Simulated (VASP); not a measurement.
Set up this calculation in VASP 6.6.1, as the native input.

```yaml
Task: single point
Functional: PBE
Potentials_or_basis: VASP PAW PBE potentials, release 64 (Ca_sv, Si, C)
Cutoff: 520 eV
k_mesh: 4 × 4 × 2
Occupations: gaussian, width 0.1 eV
Spin: no spin polarisation
Dipole_correction: no
Further_INCAR_settings: ALGO = Normal; EDIFF = 1e-06; NBANDS = 34
```

The structure of Ca2SiC6 lies in POSCAR:

```
Ca2SiC6
1.0
    4.1486891100      0.0000000000      0.0000000000
    0.0000000000      4.1486891100      0.0000000000
    0.0000000000      0.0000000000      8.1081074500
Ca Si C
2 1 6
Direct
    0.0000000000      0.0000000000      0.7362314500
    0.0000000000      0.0000000000      0.2637685500
    0.5000000000      0.5000000000      0.0000000000
    0.0000000000      0.5000000000      0.0000000000
    0.0000000000      0.5000000000      0.5000000000
    0.5000000000      0.5000000000      0.7392708100
    0.5000000000      0.5000000000      0.2607291900
    0.5000000000      0.0000000000      0.0000000000
    0.5000000000      0.0000000000      0.5000000000
```

One way to write it, as run:

INCAR

```
SYSTEM = Ca2SiC6
PREC     = Accurate       ! precision mode
ENCUT    = 520            ! plane-wave cutoff, eV
EDIFF    = 1E-6           ! SCF threshold, eV
ISMEAR   = 0              ! smearing method
SIGMA    = 0.1            ! smearing width, eV
LREAL    = .False.        ! projectors in reciprocal space
LASPH    = .True.         ! aspherical terms in the spheres
NELM     = 60             ! most SCF steps
ALGO     = Normal         ! electronic algorithm
ISIF     = 2              ! what is computed and relaxed
LWAVE    = .False.        ! write WAVECAR
LCHARG   = .False.        ! write CHGCAR
GGA      = PE             ! functional
NBANDS   = 34             ! bands
```

KPOINTS

```
regular mesh
0
Gamma
  4 4 2
  0 0 0
```

Potentials or basis: VASP PAW PBE potentials, release 64 (Ca_sv, Si, C).

Command:

```console
$ cat potpaw_PBE.64/Ca_sv/POTCAR potpaw_PBE.64/Si/POTCAR potpaw_PBE.64/C/POTCAR > POTCAR
$ mpirun -np 1 vasp_std > vasp.out
```

Results of the run:

```yaml
Pressure: -18.6 GPa
Largest_force: 0.040 eV/Å
Band_gap_on_the_k_mesh: zero (band 24 reaches 3.19 eV, above the bottom of band 25 at 2.61 eV)
```

Caveat: the k points lie up to 0.39 Å⁻¹ apart.

Wall time 43 s on 1 thread of Intel(R) Xeon(R) Platinum 8488C (Sapphire Rapids), with other jobs on the host, peak memory 0.25 GiB.
